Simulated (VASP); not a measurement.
Set up this calculation in VASP 6.6.1, as the native input.

* Task: single point
* Functional: PBE
* Potentials or basis: VASP PAW PBE potentials, release 64 (In_d, Sb, Te)
* Cutoff: 520 eV
* k mesh: 6 × 6 × 8
* Occupations: gaussian, width 0.1 eV
* Spin: no spin polarisation
* Dipole correction: no
* Further INCAR settings: ALGO = Normal; EDIFF = 1e-06; NBANDS = 37

The structure of In3SbTe2 lies in POSCAR:

```
In3SbTe2
1.0
    7.1889732214      0.0000000000      0.0000000000
   -3.5944866107      6.2258334369      0.0000000000
    0.0000000000      0.0000000000      4.5242169602
In Sb Te
3 1 2
Direct
    0.5000000000      0.0000000000      0.5000000000
    0.0000000000      0.5000000000      0.5000000000
    0.5000000000      0.5000000000      0.5000000000
    0.0000000000      0.0000000000      0.5000000000
    0.3333333333      0.6666666667      0.0000000000
    0.6666666667      0.3333333333      0.0000000000
```

The cell was built from a structure type or drawn by symmetry, and may not be a known phase.

The input as run:

INCAR

```
SYSTEM = In3SbTe2
ALGO = Normal
EDIFF = 1E-6
ENCUT = 520
GGA = PE
ISIF = 2
ISMEAR = 0
LASPH = .True.
LCHARG = .False.
LREAL = .False.
LWAVE = .False.
NBANDS = 37
NELM = 60
PREC = Accurate
SIGMA = 0.1
```

KPOINTS

```
k-points
0
Gamma
  6 6 8
  0 0 0
```

Potentials or basis: VASP PAW PBE potentials, release 64 (In_d, Sb, Te).

The run is started by

```bash
$ cat potpaw_PBE.64/In_d/POTCAR potpaw_PBE.64/Sb/POTCAR potpaw_PBE.64/Te/POTCAR > POTCAR
$ mpirun -np 1 vasp_std > vasp.out
```

It gave:

```yaml
Pressure: 0.0 GPa
Band_gap_on_the_k_mesh: zero (bands 28 and 29 overlap by 1.55 eV)
```

Caveat: spin-orbit coupling is left out, which moves the levels of the heavy elements.

Run time: 9.3 min on 1 thread of Intel Xeon 8259CL, with other jobs on the host, peak memory 0.46 GiB.
